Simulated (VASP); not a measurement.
Set up this calculation in VASP 6.6.1, as the native input.

| Property | Result |
| --- | --- |
| Task | single point |
| Functional | PBE |
| Potentials or basis | VASP PAW PBE potentials, release 64 (Ta_pv, Bi_d, S) |
| Cutoff | 520 eV |
| k mesh | 4 × 4 × 4 |
| Occupations | gaussian, width 0.1 eV |
| Spin | no spin polarisation |
| Dipole correction | no |
| Further INCAR settings | ALGO = Normal; EDIFF = 1e-06; NBANDS = 55 |

The structure of TaBiS3 lies in POSCAR:

```
TaBiS3
1.0
    3.3535799300      1.9361902800      5.4763731000
   -3.3535799300      1.9361902800      5.4763731000
    0.0000000000     -3.8723805500      5.4763731000
Ta Bi S
2 2 6
Direct
    0.5000000000      0.5000000000      0.5000000000
    0.0000000000      0.0000000000      0.0000000000
    0.7500000000      0.7500000000      0.7500000000
    0.2500000000      0.2500000000      0.2500000000
    0.8397492200      0.2500000000      0.6602507800
    0.6602507800      0.8397492200      0.2500000000
    0.2500000000      0.6602507800      0.8397492200
    0.1602507800      0.7500000000      0.3397492200
    0.3397492200      0.1602507800      0.7500000000
    0.7500000000      0.3397492200      0.1602507800
```

One way to write it, as run:

INCAR

```
SYSTEM = TaBiS3
  ALGO = Normal
  EDIFF = 1E-6
  ENCUT = 520
  GGA = PE
  ISIF = 2
  ISMEAR = 0
  LASPH = .TRUE.
  LCHARG = .FALSE.
  LREAL = .FALSE.
  LWAVE = .FALSE.
  NBANDS = 55
  NELM = 60
  PREC = Accurate
  SIGMA = 0.1
```

KPOINTS

```
k-points
0
G
  4 4 4
  0 0 0
```

Potentials or basis: VASP PAW PBE potentials, release 64 (Ta_pv, Bi_d, S).

Command:

```console
$ cat potpaw_PBE.64/Ta_pv/POTCAR potpaw_PBE.64/Bi_d/POTCAR potpaw_PBE.64/S/POTCAR > POTCAR
$ mpirun -np 1 vasp_std > vasp.out
```

It gave:

The pressure is 2.1 GPa, the largest force is 0.004 eV/Å and the band gap on the k mesh is zero (band 44 reaches 6.86 eV, above the bottom of band 45 at 6.30 eV).

Caveat: spin-orbit coupling is left out, which moves the levels of the heavy elements.

It took 3.2 min on 1 thread of Intel(R) Xeon(R) Platinum 8259CL CPU @ 2.50GHz (Skylake/Cascade Lake), on a shared host, peak memory 0.41 GiB.
